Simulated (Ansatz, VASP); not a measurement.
**One calculation of Ti, two programs**

```xyz
2
Lattice="0.0000 2.6804 2.6804 2.6804 0.0000 2.6804 2.6804 2.6804 0.0000" Properties=species:S:1:pos:R:3 pbc="T T T"
Ti    0.6701    0.6701    0.6701
Ti    4.6908    4.6908    4.6908
```

Alike in both runs: task single point; functional LDA; k mesh 10 × 10 × 10; occupations fermi-dirac, width 0.1 eV; non-collinear spin, spin-orbit coupling.

```csv
,VASP,Ansatz
version,VASP 6.6.1,Ansatz 0.2.0
potentials or method,"VASP PAW LDA potentials, release 64 (Ti_sv), cutoff 520 eV","plane waves (420 eV) with PAW, fully relativistic with spin-orbit coupling"
valence electrons in the cell,24,24
```

```tsv
	VASP	Ansatz	Ansatz less VASP
net moment per atom (μB)	0.00	0.00	0.000
```

Ansatz warns that its potentials were made for another functional, while VASP's fit it. LDA's correlation is that of Perdew and Zunger in VASP and of Perdew and Wang (1992) in Ansatz.
